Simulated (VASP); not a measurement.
## Zn: single point with PBEsol

Crystal: Zn.

```
Zn
1.0
     2.66480    0.00000    0.00000
    -1.33240    2.30778    0.00000
     0.00000    0.00000    4.94670
Zn
2
Cartesian
  0.0000 1.7385 1.2367
  1.3324 0.7693 3.7100
```

This cell differs from its parent crystal: atom 1 (Zn) moved by (+0.000, +0.200) A along x and y.

```yaml
Program: VASP 6.6.1
Task: single point
Functional: PBEsol
Potentials_or_basis: VASP PAW PBE potentials, release 64 (Zn)
Cutoff: 520 eV
k_mesh: 24 × 24 × 10
Occupations: gaussian, width 0.15 eV
Spin: no spin polarisation
```

| Quantity | Value |
| --- | --- |
| Pressure | -4.4 GPa |
| Largest force | 0.120 eV/Å |
| Band gap on the k mesh | zero (bands 12 and 13 overlap by 4.50 eV) |

Forces in eV/Å, atoms in the order of the input:
```
Zn   0.000 -0.120  0.000
Zn   0.000  0.120  0.000
```

Stress tensor (GPa, compression positive):
```
-5.14  0.00  0.00
 0.00 -5.80  0.00
 0.00  0.00 -2.37
```

Levels at points of the mesh, in eV from the Fermi level:
```
           k point  band 9  band 10  band 11  band 12  band 13  band 14  band 15  band 16
(0.00, 0.00, 0.00)   -7.22    -7.12    -7.03    -3.66    -3.04    13.60    17.09    17.28
(0.50, 0.00, 0.00)   -6.88    -6.87    -2.92    -2.09     2.42     3.27     4.25     5.97
(0.00, 0.50, 0.00)   -6.90    -6.86    -2.70    -2.36     3.00     3.69     4.07     5.10
(0.00, 0.00, 0.50)   -7.16    -7.16    -7.15    -7.15     4.58     4.58    18.65    18.65
(0.50, 0.00, 0.50)   -6.88    -6.88    -1.81    -1.81     0.01     0.01    10.26    10.26
(0.00, 0.50, 0.50)   -6.88    -6.88    -1.98    -1.98     0.24     0.24     9.87     9.87
```

Run time: 2.7 min on 1 thread of Intel(R) Xeon(R) 6975P-C (Granite Rapids) (shared host), peak memory 0.51 GiB.

Caveat: the cell differs from its parent crystal (atom 1 (Zn) moved by (+0.000, +0.200) A along x and y); the cell stands under tension; the PAW data sets were made with another functional, which shifts forces and pressure a little.
